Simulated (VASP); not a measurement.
Set up this calculation in VASP 6.6.1, as the native input.

```yaml
Task: single point
Functional: r2SCAN
Potentials_or_basis: VASP PAW PBE potentials, release 64 (In_d)
Cutoff: 520 eV
k_mesh: 10 × 10 × 10
Occupations: methfessel-paxton, width 0.05 eV
Spin: no spin polarisation
Dipole_correction: no
Further_INCAR_settings: ALGO = Normal; EDIFF = 1e-06; NBANDS = 12
```

The system is In.

```
In
1.0
    -1.89949    1.81212    1.83903
     1.87716   -1.92183    1.92640
     1.91080    1.93314   -1.94874
In
1
Cartesian
  0.0019 -0.0475 0.0345
```

This cell differs from its parent crystal: the cell strained at random.

One way to write it, as run:

POSCAR

```
In
1.0
   -1.8994910000      1.8121170000      1.8390270000
    1.8771600000     -1.9218260000      1.9264040000
    1.9108040000      1.9331390000     -1.9487350000
In
1
Direct
   -0.0036170000      0.0093890000     -0.0118340000
```

INCAR.step1

```
ALGO = Normal
EDIFF = 1E-4
ENCUT = 520
GGA = PE
ISMEAR = 1
LASPH = True
LCHARG = False
LREAL = False
LWAVE = True
NBANDS = 12
NELM = 100
PREC = Accurate
SIGMA = 0.05
```

INCAR.step2

```
ALGO = Normal
EDIFF = 1E-6
ENCUT = 520
ISIF = 2
ISMEAR = 1
ISTART = 1
LASPH = True
LCHARG = False
LMIXTAU = True
LREAL = False
LWAVE = False
METAGGA = R2SCAN
NBANDS = 12
NELM = 100
PREC = Accurate
SIGMA = 0.05
```

KPOINTS

```
k-points
0
Gamma
  10 10 10
```

Potentials or basis: VASP PAW PBE potentials, release 64 (In_d).

Command:

```bash
$ cat potpaw_PBE.64/In_d/POTCAR > POTCAR
$ cp INCAR.step1 INCAR
$ mpirun -np 1 vasp_std > vasp.out
$ cp INCAR.step2 INCAR
$ mpirun -np 1 vasp_std > vasp.out
```

Results of the run:

| Quantity | Value |
| --- | --- |
| Pressure | 0.0 GPa |

Caveat: the cell differs from its parent crystal (the cell strained at random); the PAW data sets were made with another functional, which shifts forces and pressure a little.

Run time: 3.1 min on 1 thread of Intel(R) Xeon(R) 6975P-C (Granite Rapids), with other jobs on the host, peak memory 0.28 GiB.
